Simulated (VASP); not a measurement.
Crystal: SnTe.

```
CELL_PARAMETERS angstrom
4.12366 0.00000 0.00000
-2.06183 3.57120 0.00000
0.00000 0.00000 17.54265
ATOMIC_POSITIONS crystal
Sn 0.33333 0.66667 0.17700
Sn 0.66667 0.33333 0.67700
Sn 0.33333 0.66667 0.32300
Sn 0.66667 0.33333 0.82300
Te 0.33333 0.66667 0.60000
Te 0.66667 0.33333 0.10000
Te 0.33333 0.66667 0.90000
Te 0.66667 0.33333 0.40000
```

The cell was generated, and may not be a known phase.

```yaml
Program: VASP 6.6.1
Task: relaxation of cell and atoms
Functional: PBE
Potentials_or_basis: VASP PAW PBE potentials, release 64 (Sn_d, Te)
Cutoff: 600 eV
k_mesh: 6 × 6 × 1
Occupations: gaussian, width 0.1 eV
Spin: no spin polarisation
```

At the start: pressure 13.0 GPa; volume 32.29 Å³/atom.

Question: How do energy, volume and symmetry change on relaxing?

Answer: Over 12 steps the energy falls by 586.0 meV/atom and the volume is 46.12 Å³/atom (+42.8 %); space group P6_3/mmc (No. 194, to 0.1 Å) before and after.

Step by step:
```tsv
step	energy change (eV)	largest force (eV/Å)	pressure (GPa)	volume (Å³)
1	0.0000	2.1693	13.03	258.34
2	-3.6413	1.5048	-1.67	369.21
3	-3.7260	1.4314	-0.48	351.32
4	-4.2073	0.6151	-0.17	354.08
5	-4.4419	0.5521	0.92	357.47
6	-4.5913	0.0526	-0.60	376.36
7	-4.5926	0.1031	-0.74	378.31
8	-4.6695	0.1507	-0.47	374.34
9	-4.6816	0.1849	-0.32	372.15
10	-4.6780	0.1936	0.50	365.17
11	-4.6883	0.0423	0.03	368.99
12	-4.6883	0.0385	0.04	368.93
```

Final structure:
```
CELL_PARAMETERS angstrom
4.21102 0.00000 0.00000
-2.10551 3.64685 0.00000
0.00000 0.00000 24.02352
ATOMIC_POSITIONS crystal
Sn 0.33333 0.66667 0.16350
Sn 0.66667 0.33333 0.66350
Sn 0.33333 0.66667 0.33650
Sn 0.66667 0.33333 0.83650
Te 0.33333 0.66667 0.59372
Te 0.66667 0.33333 0.09372
Te 0.33333 0.66667 0.90628
Te 0.66667 0.33333 0.40628
```

Caveat: the volume moved by over 15 % at a fixed basis, so the end points are rough; this functional lacks dispersion, which binds layers or chains, so the pressure and a relaxed spacing across them are unreliable.
